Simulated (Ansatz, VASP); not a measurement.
**HfO2 in VASP and in Ansatz**

INCAR

```
SYSTEM = HfO2
  PREC = Accurate
  ENCUT = 600
  EDIFF = 1E-6
  ISMEAR = 0
  SIGMA = 0.01
  LREAL = .False.
  LASPH = .True.
  NELM = 120
  ALGO = Normal
  ISIF = 2
  LWAVE = .False.
  LCHARG = .True.
  GGA = PE
  LELF = .True.
  LVHAR = .True.
  NBANDS = 18
  GGA_COMPAT = .False.
```

File KPOINTS:

```
regular mesh
0
Gamma
  3 3 3
  0 0 0
```

File POSCAR:

```
HfO2
1.0
    0.0000000000      2.5291823194      2.5291823194
    2.5291823194      0.0000000000      2.5291823194
    2.5291823194      2.5291823194      0.0000000000
Hf O
1 2
Direct
    0.0000000000      0.0000000000      0.0000000000
    0.2500000000      0.2500000000      0.2500000000
    0.7500000000      0.7500000000      0.7500000000
```

Input for Ansatz:

```yaml
crystal:
  lattice:
    - [0.0, 2.5291823194, 2.5291823194]
    - [2.5291823194, 0.0, 2.5291823194]
    - [2.5291823194, 2.5291823194, 0.0]
  atoms:
    - { symbol: Hf, position: [0.0, 0.0, 0.0] }
    - { symbol: O, position: [0.25, 0.25, 0.25] }
    - { symbol: O, position: [0.75, 0.75, 0.75] }
kpoints:
  mp_grid: { grid: [3, 3, 3] }
hamiltonian:
  xc: pbe
scf:
  occupations: { method: fixed }
  n_extra_bands: 4
output:
  forces: true
  stress: true
  eigenvalues: true
```

Alike in both runs: task single point; functional PBE; k mesh 3 × 3 × 3; no spin polarisation.

```csv
,VASP,Ansatz
version,VASP 6.6.1,Ansatz 0.2.0
potentials or method,"VASP PAW PBE potentials, release 64 (Hf_pv, O)",plane waves
plane-wave cutoff (eV),600,420
occupations,"gaussian, width 0.01 eV",fixed
valence electrons in the cell,22,38
```

```csv
,VASP,Ansatz,Ansatz less VASP
gap on the k mesh at the Fermi level (eV),4.50,4.51,+0.009
pressure (GPa),1.9,6.0,+4.09
```

One of these differences is far larger than is usual between the two programs; its cause wasn't traced. VASP's potentials hold 22 valence electrons a cell and Ansatz's 38, so a difference there can come from the potentials and not from the codes.

The k mesh is coarse, so the values compare programs but aren't converged. Neither program's run includes spin-orbit coupling.
